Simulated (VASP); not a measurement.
Here is a VASP 6.6.1 calculation.

File INCAR:

```
SYSTEM = Ca
ALGO     = Normal         ! electronic algorithm
EDIFF    = 1E-6           ! SCF threshold, eV
EDIFFG   = -0.005         ! ionic threshold
ENCUT    = 600            ! plane-wave cutoff, eV
GGA      = PE             ! functional
IBRION   = 2              ! ionic algorithm
ISIF     = 3              ! what is computed and relaxed
ISMEAR   = -1             ! smearing method
LASPH    = .TRUE.         ! aspherical terms in the spheres
LCHARG   = .FALSE.        ! write CHGCAR
LREAL    = .FALSE.        ! projectors in reciprocal space
LWAVE    = .FALSE.        ! write WAVECAR
NELM     = 80             ! most SCF steps
NSW      = 80             ! ionic steps
PREC     = Accurate       ! precision mode
SIGMA    = 0.05           ! smearing width, eV
```

File KPOINTS:

```
k-points
0
G
  8 8 8
  0 0 0
```

The input POSCAR:

```
Ca
1.0
    0.0000000000      2.7942000000      2.7942000000
    2.7942000000      0.0000000000      2.7942000000
    2.7942000000      2.7942000000      0.0000000000
Ca
1
Direct
    0.0000000000      0.0000000000      0.0000000000
```

Potentials or basis: VASP PAW PBE potentials, release 64 (Ca_sv).

Launch:

```bash
$ cat potpaw_PBE.64/Ca_sv/POTCAR > POTCAR
$ mpirun -np 1 vasp_std > vasp.out
```

Estimate the band gap on the k mesh.

zero (band 5 reaches 2.16 eV, above the bottom of band 6 at 1.79 eV).

Predict the relaxed volume.

42.24 Å³/atom.

Predict the relaxed cell.

a = 3.909 Å, b = 3.909 Å, c = 3.909 Å, α = 60.00°, β = 60.00°, γ = 60.00°.

Estimate the space group after relaxing (to 0.05 Å).

Fm-3m (No. 225).

Step by step:
| step | energy change (eV) | largest force (eV/Å) | pressure (GPa) | volume (Å³) |
| --- | --- | --- | --- | --- |
| 1 | 0.0000 | 0.0000 | -0.55 | 43.63 |
| 2 | -0.0021 | 0.0000 | -0.18 | 42.70 |
| 3 | -0.0024 | 0.0000 | 0.03 | 42.18 |
| 4 | -0.0024 | 0.0000 | 0.00 | 42.24 |
